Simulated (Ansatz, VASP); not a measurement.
**Ge: VASP beside Ansatz**

```
CELL_PARAMETERS angstrom
1.46701 -2.73054 0.00000
1.46701 2.73054 0.00000
0.00000 0.00000 2.69823
ATOMIC_POSITIONS crystal
Ge 0.50000 0.50000 0.00000
```

Change from the starting cell: strain +0.050 along x and y, +0.000 along z, atoms carried along.

Alike in both runs: task single point; functional PBE; k mesh 20 × 20 × 18; occupations gaussian, width 0.15 eV; no spin polarisation.

|  | VASP | Ansatz |
| --- | --- | --- |
| version | VASP 6.6.1 | Ansatz 0.2.0 |
| potentials or method | VASP PAW PBE potentials, release 64 (Ge_d), cutoff 520 eV | scalar-relativistic, plane waves, PAW |
| valence electrons in the cell | 14 | 14 |

VASP gave:

| Item | Value |
| --- | --- |
| gap on the k mesh at the Fermi level (eV) | none |
| pressure (GPa) | -5.5 |
| traceless stress, the component that is largest in VASP (GPa) | 4.04 |

**Question.** What did Ansatz give for the same quantities?

**Answer.** gap on the k mesh at the Fermi level (eV): none; pressure (GPa): -5.3; traceless stress, the component that is largest in VASP (GPa): 4.05.

A gap of «none» marks a metal or a gap that the smearing closes.
